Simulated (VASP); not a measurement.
Set up this calculation in VASP 6.6.1, as the native input.

- Task: single point
- Functional: PBE
- Potentials or basis: VASP PAW PBE potentials, release 64 (Ba_sv, Zr_sv, O)
- Cutoff: 520 eV
- k mesh: 6 × 6 × 6
- Occupations: fermi-dirac, width 0.05 eV
- Spin: no spin polarisation
- Dipole correction: no
- Further INCAR settings: ALGO = Normal; EDIFF = 1e-06; NBANDS = 28

The structure of BaZrO3 lies in POSCAR:

```
BaZrO3
1.0
    4.2271626929      0.0000000000      0.0000000000
    0.0000000000      4.2271626929      0.0000000000
    0.0000000000      0.0000000000      4.2271626929
Ba Zr O
1 1 3
Direct
    0.0000000000      0.0000000000      0.0000000000
    0.5000000000      0.5000000000      0.5000000000
    0.5000000000      0.5000000000      0.0000000000
    0.5000000000      0.0000000000      0.5000000000
    0.0000000000      0.5000000000      0.5000000000
```

The input as run:

INCAR

```
SYSTEM = BaZrO3
ALGO = Normal
EDIFF = 1E-6
ENCUT = 520
GGA = PE
ISIF = 2
ISMEAR = -1
LASPH = .True.
LCHARG = .False.
LREAL = .False.
LWAVE = .False.
NBANDS = 28
NELM = 100
PREC = Accurate
SIGMA = 0.05
```

KPOINTS

```
k-points
0
Gamma
  6 6 6
  0 0 0
```

Potentials or basis: VASP PAW PBE potentials, release 64 (Ba_sv, Zr_sv, O).

Run with:

```console
$ cat potpaw_PBE.64/Ba_sv/POTCAR potpaw_PBE.64/Zr_sv/POTCAR potpaw_PBE.64/O/POTCAR > POTCAR
$ mpirun -np 1 vasp_std > vasp.out
```

Results of the run:

```json
{
  "Pressure": "0.9 GPa",
  "Band gap on the k mesh": "3.13 eV, indirect (least direct gap 3.38 eV)"
}
```

Caveat: spin-orbit coupling is left out, which moves the levels of the heavy elements.

Run time: 32 s on 1 thread of Intel(R) Xeon(R) Platinum 8375C CPU @ 2.90GHz (Ice Lake), with other jobs on the host, peak memory 0.2 GiB.
